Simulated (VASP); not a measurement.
A run of VASP 6.6.1 is set up as follows.

The input INCAR:

```
SYSTEM = Si2W
PREC = Accurate
ENCUT = 520
EDIFF = 1E-6
ISMEAR = 0
SIGMA = 0.1
LREAL = .False.
LASPH = .True.
NELM = 80
ALGO = Normal
ISIF = 2
LWAVE = .False.
LCHARG = .False.
GGA = PE
NBANDS = 18
```

File KPOINTS:

```
Automatic mesh
0
Gamma
  8 8 8
  0 0 0
```

Contents of POSCAR:

```
Si2W
1.0
   -1.6073666700      1.6073666700      3.9010319200
    1.6073666700     -1.6073666700      3.9010319200
    1.6073666700      1.6073666700     -3.9010319200
Si W
2 1
Direct
    0.3349898400      0.3349898400      0.0000000000
    0.6650101600      0.6650101600      0.0000000000
    0.0000000000      0.0000000000      0.0000000000
```

Potentials or basis: VASP PAW PBE potentials, release 64 (Si, W_sv).

Command:

```console
$ cat potpaw_PBE.64/Si/POTCAR potpaw_PBE.64/W_sv/POTCAR > POTCAR
$ mpirun -np 1 vasp_std > vasp.out
```

Question: Estimate the pressure.

Answer: 4.2 GPa.

Question: Predict the largest force.

Answer: 0.083 eV/Å.

Question: Estimate the band gap on the k mesh.

Answer: Zero (band 11 reaches 12.68 eV, above the bottom of band 12 at 11.51 eV).

Forces on the atoms (eV/Å):
```
Si   0.000  0.000 -0.083
Si   0.000  0.000  0.083
W    0.000  0.000  0.000
```

Caveat: spin-orbit coupling is left out, which moves the levels of the heavy elements.
